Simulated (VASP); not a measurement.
Wanted: the native input for a VASP 6.6.1 run.

```yaml
Task: single point
Functional: PBE
Potentials_or_basis: VASP PAW PBE potentials, release 64 (Cu, O)
Cutoff: 520 eV
k_mesh: 9 × 9 × 5
Occupations: fermi-dirac, width 0.05 eV
Spin: no spin polarisation
Hubbard_terms: Cu d U = 2.0 eV
Dipole_correction: no
Further_INCAR_settings: ALGO = Normal; EDIFF = 1e-07; NBANDS = 25
```

The structure of CuO lies in POSCAR:

```
CuO
1.0
    3.2880244300      0.0000000000      0.0000000000
   -1.6440122100      2.8475126800      0.0000000000
    0.0000000000      0.0000000000      5.3850248600
Cu O
2 2
Direct
    0.6666666667      0.3333333333      0.0000000000
    0.3333333333      0.6666666667      0.5000000000
    0.6666666667      0.3333333333      0.6252000000
    0.3333333333      0.6666666667      0.1252000000
```

These files were run (other wordings do the same):

INCAR

```
  PREC = Accurate
  ENCUT = 520
  EDIFF = 1E-7
  ISMEAR = -1
  SIGMA = 0.05
  LREAL = F
  LASPH = T
  NELM = 150
  ALGO = Normal
  ISIF = 2
  LWAVE = F
  LCHARG = F
  LMAXMIX = 4
  LDAU = T
  LDAUTYPE = 2
  LDAUL = 2 -1
  LDAUU = 2 0
  LDAUJ = 0 0
  LDAUPRINT = 1
  GGA = PE
  NBANDS = 25
```

KPOINTS

```
regular mesh
0
Gamma
  9 9 5
```

Potentials or basis: VASP PAW PBE potentials, release 64 (Cu, O).

Run with:

```console
$ cat potpaw_PBE.64/Cu/POTCAR potpaw_PBE.64/O/POTCAR > POTCAR
$ mpirun -np 1 vasp_std > vasp.out
```

Results of the run:

```json
{
 "Pressure": "-9.2 GPa",
 "Largest force": "0.058 eV/Å",
 "Band gap on the k mesh": "zero (bands 17 and 18 overlap by 1.37 eV)"
}
```

Caveat: the cell stands under tension; U without spin polarisation on a metal has little footing.

It took 57 s on 1 thread of Intel Xeon 8259CL, on a shared host, peak memory 0.18 GiB.
